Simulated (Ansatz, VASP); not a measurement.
**KMgF3: VASP beside Ansatz**

The input INCAR:

```
PREC = Accurate ; ENCUT = 520
EDIFF = 1E-6 ; ISMEAR = 0
SIGMA = 0.05 ; LREAL = False
LASPH = True ; NELM = 80
ALGO = Normal ; ISIF = 2
LWAVE = False ; LCHARG = True
GGA = PS ; LELF = True
LVHAR = True ; NBANDS = 24
```

The input KPOINTS:

```
regular mesh
0
Gamma
  6 6 6
```

The input POSCAR:

```
KMgF3
1.0
    3.9261115000      0.0000000000      0.0000000000
    0.0000000000      3.9261115000      0.0000000000
    0.0000000000      0.0000000000      3.9261115000
K Mg F
1 1 3
Direct
    0.5000000000      0.5000000000      0.5000000000
    0.0000000000      0.0000000000      0.0000000000
    0.5000000000      0.0000000000      0.0000000000
    0.0000000000      0.5000000000      0.0000000000
    0.0000000000      0.0000000000      0.5000000000
```

Input for Ansatz:

```yaml
crystal:
  lattice:
    - [3.9261115, 0.0, 0.0]
    - [0.0, 3.9261115, 0.0]
    - [0.0, 0.0, 3.9261115]
  atoms:
    - { symbol: K, position: [0.5, 0.5, 0.5] }
    - { symbol: Mg, position: [0.0, 0.0, 0.0] }
    - { symbol: F, position: [0.5, 0.0, 0.0] }
    - { symbol: F, position: [0.0, 0.5, 0.0] }
    - { symbol: F, position: [0.0, 0.0, 0.5] }
basis:
  ecutwfc: 420
kpoints:
  mp_grid: { grid: [6, 6, 6] }
hamiltonian:
  xc: pbesol
scf:
  occupations: { method: gaussian, width: 0.05 }
output:
  forces: true
  stress: true
  eigenvalues: true
```

Change from the starting cell: strain -0.015 along x and y, -0.015 along z, atoms carried along.

Alike in both runs: task single point; functional PBEsol; k mesh 6 × 6 × 6; occupations gaussian, width 0.05 eV; no spin polarisation.

```csv
,VASP,Ansatz
version,VASP 6.6.1,Ansatz 0.2.0
potentials or method,"VASP PAW PBE potentials, release 64 (K_sv, Mg, F), cutoff 520 eV","scalar-relativistic, plane waves, PAW"
valence electrons in the cell,32,40
```

```csv
,VASP,Ansatz,Ansatz less VASP
gap on the k mesh at the Fermi level (eV),7.47,7.49,+0.024
least direct gap on the mesh (eV),7.79,7.81,+0.022
pressure (GPa),3.6,4.0,+0.36
```

VASP's potentials were made for PBE, not for PBEsol. With one functional, cell and mesh, what is left measures potentials, basis and numerics. VASP's potentials hold 32 valence electrons a cell and Ansatz's 40, so a difference there can come from the potentials and not from the codes.
